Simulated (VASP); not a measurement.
MgO (scan.b), 2 atoms in the cell. The structure is cubic, space group Fm-3m (No. 225). The conventional cell has a = 4.119 Å, b = 4.119 Å, c = 4.119 Å, α = 90.00°, β = 90.00°, γ = 90.00°. Within 2.7 Å of Mg (site symmetry m-3m) lie 6 O at 2.06 Å. O (site symmetry m-3m) has 6 Mg at 2.06 Å within 2.7 Å.  This cell differs from its parent crystal: volume scaled by 0.94.

- Program: VASP 6.6.1
- Task: single point
- Functional: r2SCAN
- Potentials or basis: VASP PAW PBE potentials, release 64 (Mg, O)
- Cutoff: 660 eV
- k mesh: 10 × 10 × 10
- Occupations: gaussian, width 0.02 eV
- Spin: no spin polarisation
- Dipole correction: no
- Further INCAR settings: ALGO = Normal; EDIFF = 1e-06; NBANDS = 11

Potentials or basis: VASP PAW PBE potentials, release 64 (Mg, O).

Run with:

```bash
$ cat potpaw_PBE.64/Mg/POTCAR potpaw_PBE.64/O/POTCAR > POTCAR
$ cp INCAR.step1 INCAR
$ mpirun -np 1 vasp_std > vasp.out
$ cp INCAR.step2 INCAR
$ mpirun -np 1 vasp_std > vasp.out
```

Hardware: 1 thread of Intel(R) Xeon(R) 6975P-C (Granite Rapids), on a shared host.

Problem. How long does it take, and how much memory?

Solution. Run time: 16 s on 1 thread of Intel(R) Xeon(R) 6975P-C (Granite Rapids), on a shared host, peak memory 0.15 GiB. Counts: k points 47.
